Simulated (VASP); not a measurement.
# InMoSe3 (P-6m2) in VASP: single point with PBE

Aim: the single point of InMoSe3 with PBE.

Program: VASP 6.6.1. These are calculated values, not measurements. Logs are shortened: lines on timing, memory, paths and dates and some standing lists are left out, and cuts for length are marked.

## (1) The cell of the first run

The structure is hexagonal, space group P-6m2 (No. 187). The conventional cell has a = 3.559 Å, b = 3.559 Å, c = 24.943 Å, α = 90.00°, β = 90.00°, γ = 120.00°. In (site symmetry 3m) has 3 Se at 2.58 Å and 1 In at 2.79 Å within 3.4 Å. Mo (site symmetry 3m) has 6 Se at 2.60 Å within 3.4 Å. Within 3.4 Å of Se (site symmetry 3m) lie 3 In at 2.58 Å. Within 3.4 Å of Se (site symmetry 3m) lie 3 Mo at 2.60 Å and 1 Se at 3.19 Å. Within 3.4 Å of Se (site symmetry 3m) lie 3 Mo at 2.60 Å and 1 Se at 3.19 Å.

## (2) Single point, PBE

Input file INCAR:

```
SYSTEM = InMoSe3
ALGO = Normal
EDIFF = 1E-7
ENCUT = 520
GGA = PE
ISIF = 2
ISMEAR = 0
LASPH = .TRUE.
LCHARG = .TRUE.
LELF = .TRUE.
LREAL = .FALSE.
LVHAR = .TRUE.
LWAVE = .FALSE.
NBANDS = 56
NELM = 100
PREC = Accurate
SIGMA = 0.01
```

Input file KPOINTS:

```
k-points
0
G
  12 12 2
  0 0 0
```

Input file POSCAR:

```
InMoSe3
1.0
    3.5588970086      0.0000000000      0.0000000000
   -1.7794485043      3.0820952189      0.0000000000
    0.0000000000      0.0000000000     24.9425502311
In Mo Se
2 2 6
Direct
    0.0000000000      0.0000000000      0.9440219035
    0.0000000000      0.0000000000      0.0559780965
    0.3333333333      0.6666666667      0.6575447589
    0.3333333333      0.6666666667      0.3424552411
    0.3333333333      0.6666666667      0.8815205255
    0.3333333333      0.6666666667      0.1184794745
    0.0000000000      0.0000000000      0.7215106514
    0.0000000000      0.0000000000      0.5935708877
    0.0000000000      0.0000000000      0.2784893486
    0.0000000000      0.0000000000      0.4064291123
```

Potentials or basis: VASP PAW PBE potentials, release 64 (In_d, Mo_sv, Se).

Command:

```sh
> cat potpaw_PBE.64/In_d/POTCAR potpaw_PBE.64/Mo_sv/POTCAR potpaw_PBE.64/Se/POTCAR > POTCAR
> mpirun -np 1 vasp_std > vasp.out
```

OUTCAR:

```text
SYSTEM = InMoSe3
   EDIFF = 1E-7
   ENCUT = 520
   GGA = PE
   ISIF = 2
   ISMEAR = 0
   LASPH = .TRUE.
   LREAL = .FALSE.
   NELM = 100
   PREC = Accurate

 ion  position               nearest neighbor table
   1  0.000  0.000  0.944-   5 2.58   5 2.58   5 2.58   2 2.79
   2  0.000  0.000  0.056-   6 2.58   6 2.58   6 2.58   1 2.79
   3  0.333  0.667  0.658-   7 2.60   7 2.60   7 2.60   8 2.60   8 2.60   8 2.60
   4  0.333  0.667  0.342-   9 2.60   9 2.60   9 2.60  10 2.60  10 2.60  10 2.60
   5  0.333  0.667  0.882-   1 2.58   1 2.58   1 2.58
   6  0.333  0.667  0.118-   2 2.58   2 2.58   2 2.58
   7  0.000  0.000  0.722-   3 2.60   3 2.60   3 2.60
   8  0.000  0.000  0.594-   3 2.60   3 2.60   3 2.60
   9  0.000  0.000  0.278-   4 2.60   4 2.60   4 2.60
  10  0.000  0.000  0.406-   4 2.60   4 2.60   4 2.60

  LATTYP: Found a hexagonal cell.
 ALAT       =     3.5588970086
 C/A-ratio  =     7.0085057732

  Lattice vectors:

 A1 = (   3.5588970086,   0.0000000000,   0.0000000000)
 A2 = (  -1.7794485043,   3.0820952189,   0.0000000000)
 A3 = (   0.0000000000,   0.0000000000,  24.9425502311)

Analysis of symmetry for initial positions (statically):
=====================================================================
 Subroutine PRICEL returns:
 Original cell was already a primitive cell.

 Routine SETGRP: Setting up the symmetry group for a
 hexagonal supercell.

 Subroutine GETGRP returns: Found 12 space group operations
 (whereof 12 operations were pure point group operations)
 out of a pool of 24 trial point group operations.

The static configuration has the point symmetry D_3h.

Analysis of symmetry for dynamics (positions and initial velocities):
=====================================================================
 Subroutine PRICEL returns:
 Original cell was already a primitive cell.

 Routine SETGRP: Setting up the symmetry group for a
 hexagonal supercell.

 Subroutine GETGRP returns: Found 12 space group operations
 (whereof 12 operations were pure point group operations)
 out of a pool of 24 trial point group operations.

The dynamic configuration has the point symmetry D_3h.

 Subroutine INISYM returns: Found 12 space group operations
 (whereof 12 operations are pure point group operations),
 and found     1 'primitive' translations

----------------------------------------------------------------------------------------

                                     Primitive cell

  volume of cell :     273.5913

[... 115 lines left out ...]
   NELECT =      90.0000    total number of electrons
   NUPDOWN=      -1.0000    fix difference up-down
   EMIN   =  10.00;   EMAX   =-10.00  energy-range for DOS
   EFERMI =   0.00;   METHOD = LEGACY
   ISMEAR =     0;   SIGMA  =   0.01  broadening in eV -4-tet -1-fermi 0-gaus
   EFERMI_NEDOS =   21; number of points for ismear=-14 and -15
   IALGO  =     38    algorithm
   IMIX   =      4    mixing-type and parameters
     AMIX     =   0.40;   BMIX     =  1.00
     AMIX_MAG =   1.60;   BMIX_MAG =  1.00
  volume/ion in A,a.u.               =      27.36       184.63
  Fermi-wavevector in a.u.,A,eV,Ry     =   1.130112  2.135602 17.376729  1.277154
  Thomas-Fermi vector in A             =   2.266808
   LORBIT       =      0    0 simple, 1 ext, 2 COOP (PROOUT), +10 PAW based schemes
   GGA     = PE    functional components
   LHFCALC =     F    Hartree Fock is set to
   AEXX    =    0.0000 exact exchange contribution
   IVDW    =     0    specifies the selected vdW correction
   LEPSILON=     F    determine dielectric tensor
   LRPA    =     F    only Hartree local field effects (RPA)
 non-spin polarized calculation
 Gauss-broadening in eV      SIGMA  =   0.01
  energy-cutoff  :      520.00
  volume of cell :      273.59
 maximum number of plane-waves:      7460
 NGX is ok and might be reduce to    28
   NGX = 13   NGY = 13   NGZ = 93

 number of electron      90.0000015 magnetization

 Free energy of the ion-electron system (eV)
  ---------------------------------------------------
  ext. energy  EPLUGINS =         0.00000000
  ---------------------------------------------------
  free energy    TOTEN  =       -52.22144858 eV

  energy without entropy =      -52.22144858  energy(sigma->0) =      -52.22144858

 E-fermi :   4.1419     XC(G=0):  -8.9680

 val. band max:        4.0991732205   @ k =   0.0000   0.0000   0.0000
 cond. band min:       4.1891488689   @ k =   0.3333   0.3333   0.5000
 fundamental gap:      0.0899756485
 Fermi energy:         4.1419089548

 k-point     1 :       0.0000    0.0000    0.0000
  band No.  band energies     occupation
      1     -57.5847      2.00000
      2     -57.5847      2.00000
      3     -31.6306      2.00000
      4     -31.6306      2.00000
      5     -31.6306      2.00000
      6     -31.6306      2.00000
[... 1405 lines left out ...]
     55       6.8495      0.00000
     56       7.6206      0.00000

 [... further k-points ...]

------------------------ aborting loop because EDIFF is reached ----------------------------------------

  FORCE on cell =-STRESS in cart. coord.  units (eV):
  Direction    XX          YY          ZZ          XY          YZ          ZX
  --------------------------------------------------------------------------------------
  -------------------------------------------------------------------------------------
  Total        0.1631174      0.1631174      0.2281361      0.0000000      0.0000000      0.0000000
  in kB        0.9552310      0.9552310      1.3359872      0.0000000      0.0000000      0.0000000
  external PRESSURE =       1.0821498 kB  Pullay stress =       0.0000000 kB

 VOLUME and BASIS-vectors are now :
 -----------------------------------------------------------------------------
  energy-cutoff  :      520.00
  volume of cell :      273.59
      direct lattice vectors                 reciprocal lattice vectors
     3.558897009  0.000000000  0.000000000     0.280985934  0.162227305  0.000000000
    -1.779448504  3.082095219  0.000000000     0.000000000  0.324454609  0.000000000
     0.000000000  0.000000000 24.942550231     0.000000000  0.000000000  0.040092131

 POSITION                                       TOTAL-FORCE (eV/Angst)
 -----------------------------------------------------------------------------------
      0.00000      0.00000     23.54631        -0.000000      0.000000      0.012277
      0.00000      0.00000      1.39624        -0.000000     -0.000000     -0.012277
     -0.00000      2.05473     16.40084         0.000000     -0.000000     -0.000866
     -0.00000      2.05473      8.54171         0.000000     -0.000000      0.000866
     -0.00000      2.05473     21.98737         0.000000     -0.000000     -0.018257
     -0.00000      2.05473      2.95518        -0.000000     -0.000000      0.018257
      0.00000      0.00000     17.99632        -0.000000      0.000000      0.028404
      0.00000      0.00000     14.80517         0.000000     -0.000000     -0.027964
      0.00000      0.00000      6.94623        -0.000000      0.000000     -0.028404
      0.00000      0.00000     10.13738         0.000000      0.000000      0.027964
 -----------------------------------------------------------------------------------
    total drift:                                0.000001     -0.000000     -0.000000

  FREE ENERGIE OF THE ION-ELECTRON SYSTEM (eV)
  ---------------------------------------------------
  free  energy   TOTEN  =       -52.2214485827 eV

  energy  without entropy=      -52.2214485827  energy(sigma->0) =      -52.22144858
```

OSZICAR:

```text
N       E                     dE             d eps       ncg     rms          rms(c)
DAV:   1     0.100200918876E+04    0.10020E+04   -0.42543E+04  4560   0.162E+03
[... 14 lines left out ...]
DAV:  16    -0.522214508667E+02   -0.13490E-05   -0.27074E-05  5240   0.230E-02    0.129E-02
DAV:  17    -0.522214504122E+02    0.45452E-06   -0.64181E-06  5432   0.111E-02    0.561E-03
DAV:  18    -0.522214494090E+02    0.10032E-05   -0.32925E-06  4968   0.863E-03    0.360E-03
DAV:  19    -0.522214493599E+02    0.49102E-07   -0.14889E-06  4080   0.330E-03    0.282E-03
DAV:  20    -0.522214492494E+02    0.11043E-06   -0.57514E-08  3312   0.120E-03    0.214E-03
DAV:  21    -0.522214485590E+02    0.69047E-06   -0.83046E-07  4648   0.473E-03    0.117E-03
DAV:  22    -0.522214485827E+02   -0.23723E-07   -0.24034E-07  3864   0.140E-03
   1 F= -.52221449E+02 E0= -.52221449E+02  d E =-.945471E-12
```

It took 17 min on 1 thread of Intel Xeon Platinum 8259CL at 2.50GHz (Skylake/Cascade Lake), shared host; peak memory 0.71 GiB.

What came out:

| Property | Result |
| --- | --- |
| Free energy | -52.2214 eV |
| Pressure | 0.1 GPa |
| Largest force | 0.028 eV/Å |
| Band gap on the k mesh | 0.09 eV, indirect (least direct gap 0.91 eV) |

Forces in eV/Å, atoms in the order of the input:
```
In   0.000  0.000  0.012
In   0.000  0.000 -0.012
Mo   0.000  0.000 -0.001
Mo   0.000  0.000  0.001
Se   0.000  0.000 -0.018
Se   0.000  0.000  0.018
Se   0.000  0.000  0.028
Se   0.000  0.000 -0.028
Se   0.000  0.000 -0.028
Se   0.000  0.000  0.028
```

Caveat: spin-orbit coupling is left out, which moves the levels of the heavy elements; this functional lacks dispersion, which binds the layers, so the pressure and a relaxed spacing across them are unreliable.
